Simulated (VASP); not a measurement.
A run of VASP 6.6.1 is set up as follows.

INCAR

```
SYSTEM = BaTiO3
PREC = Accurate ; ENCUT = 520
EDIFF = 1E-6 ; ISMEAR = -1
SIGMA = 0.05 ; LREAL = .FALSE.
LASPH = .TRUE. ; NELM = 60
ALGO = Normal ; ISIF = 2
LWAVE = .FALSE. ; LCHARG = .FALSE.
GGA = CA ; NBANDS = 28
```

Contents of KPOINTS:

```
Automatic mesh
0
G
  7 7 7
  0 0 0
```

POSCAR

```
BaTiO3
1.0
    2.7891542673      1.6103189670      2.2870600104
   -2.7891542673      1.6103189670      2.2870600104
    0.0000000000     -3.2206379340      2.2870600104
Ba Ti O
1 1 3
Direct
    0.0000000000      0.0000000000      0.0000000000
    0.4845000000      0.4845000000      0.4845000000
    0.5086000000      0.0175000000      0.5086000000
    0.0175000000      0.5086000000      0.5086000000
    0.5086000000      0.5086000000      0.0175000000
```

Potentials or basis: VASP PAW LDA potentials, release 64 (Ba_sv, Ti_sv, O).

The run is started by

```sh
$ cat potpaw_LDA.64/Ba_sv/POTCAR potpaw_LDA.64/Ti_sv/POTCAR potpaw_LDA.64/O/POTCAR > POTCAR
$ mpirun -np 1 vasp_std > vasp.out
```

Problem. Estimate the band gap on the k mesh.

Solution. 2.46 eV (least direct gap 2.75 eV).

Problem. What does it give for the pressure?

Solution. 3.7 GPa.

Stress tensor (GPa, compression positive):
```
3.94 0.00 0.00
0.00 3.94 0.00
0.00 0.00 3.28
```

Caveat: the cell stands under pressure; spin-orbit coupling is left out, which moves the levels of the heavy elements; an odd mesh through Γ misses points on the zone boundary, where band edges can lie.
